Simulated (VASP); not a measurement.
**WSe2: single point with PBEsol**

WSe2, a slab with vacuum:

```xyz
3
Lattice="3.2703 0.0000 0.0000 -1.6351 2.8321 0.0000 0.0000 0.0000 16.6612" Properties=species:S:1:pos:R:3 pbc="T T T"
W     0.0000    0.0000    0.0000
Se    0.0000    1.8881    1.6728
Se    0.0000    1.8881   14.9884
```

```
Program             : VASP 6.6.1
Task                : single point
Functional          : PBEsol
Potentials or basis : VASP PAW PBE potentials, release 64 (W_sv, Se)
Cutoff              : 520 eV
k mesh              : 12 × 12 × 2
Occupations         : gaussian, width 0.02 eV
Spin                : no spin polarisation
```

```yaml
Largest_force: 0.060 eV/Å
Band_gap_on_the_k_mesh: 1.69 eV
```

Forces on the atoms (eV/Å):
```
W    0.000  0.000  0.000
Se   0.000  0.000  0.060
Se   0.000  0.000 -0.060
```

Levels at points of the mesh, in eV from the valence-band top:
```
           k point  band 10  band 11  band 12  band 13  band 14  band 15  band 16  band 17
(0.00, 0.00, 0.00)    -2.25    -1.18    -1.18    -0.41     3.06     3.06     3.26     3.26
(0.50, 0.00, 0.00)    -3.00    -2.18    -1.02    -0.85     2.53     2.86     3.76     4.45
(0.00, 0.00, 0.50)    -2.25    -1.18    -1.18    -0.41     3.06     3.06     3.26     3.26
(0.50, 0.00, 0.50)    -3.00    -2.18    -1.02    -0.85     2.53     2.86     3.76     4.45
```

It took 56 s on 1 thread of Intel(R) Xeon(R) 6975P-C (Granite Rapids) (shared host), peak memory 0.31 GiB.

Caveat: there is no dipole correction, which matters where the two faces differ; the PAW data sets were made with another functional, which shifts forces and pressure a little; spin-orbit coupling is left out, which moves the levels of the heavy elements.
